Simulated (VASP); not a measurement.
Set up this calculation in VASP 6.6.1, as the native input.

```yaml
Task: single point
Functional: PBE
Potentials_or_basis: VASP PAW PBE potentials, release 64 (Cs_sv, B)
Cutoff: 520 eV
k_mesh: 10 × 10 × 10
Occupations: gaussian, width 0.1 eV
Spin: no spin polarisation
Dipole_correction: no
Further_INCAR_settings: ALGO = Normal; EDIFF = 1e-07; NBANDS = 23
```

The structure of Cs3B lies in POSCAR:

```
Cs3B
1.0
   -3.9126452081      3.9126452081      3.9126452081
    3.9126452081     -3.9126452081      3.9126452081
    3.9126452081      3.9126452081     -3.9126452081
Cs B
3 1
Direct
    0.0000000000      0.5000000000      0.5000000000
    0.5000000000      0.0000000000      0.5000000000
    0.5000000000      0.5000000000      0.0000000000
    0.0000000000      0.0000000000      0.0000000000
```

One way to write it, as run:

INCAR

```
SYSTEM = Cs3B
ALGO = Normal ; EDIFF = 1E-7
ENCUT = 520 ; GGA = PE
ISIF = 2 ; ISMEAR = 0
LASPH = .True. ; LCHARG = .False.
LREAL = .False. ; LWAVE = .False.
NBANDS = 23 ; NELM = 100
PREC = Accurate ; SIGMA = 0.1
```

KPOINTS

```
k-points
0
Gamma
  10 10 10
  0 0 0
```

Potentials or basis: VASP PAW PBE potentials, release 64 (Cs_sv, B).

Run with:

```console
$ cat potpaw_PBE.64/Cs_sv/POTCAR potpaw_PBE.64/B/POTCAR > POTCAR
$ mpirun -np 1 vasp_std > vasp.out
```

It gave:

```json
{"Pressure": "0.0 GPa", "Band gap on the k mesh": "zero (band 15 reaches 1.64 eV, above the bottom of band 16 at 1.08 eV)"}
```

Caveat: spin-orbit coupling is left out, which moves the levels of the heavy elements.

Run time: 2.5 min on 1 thread of AMD EPYC 9R45 96-Core Processor (Zen 5) (shared host), peak memory 0.44 GiB.
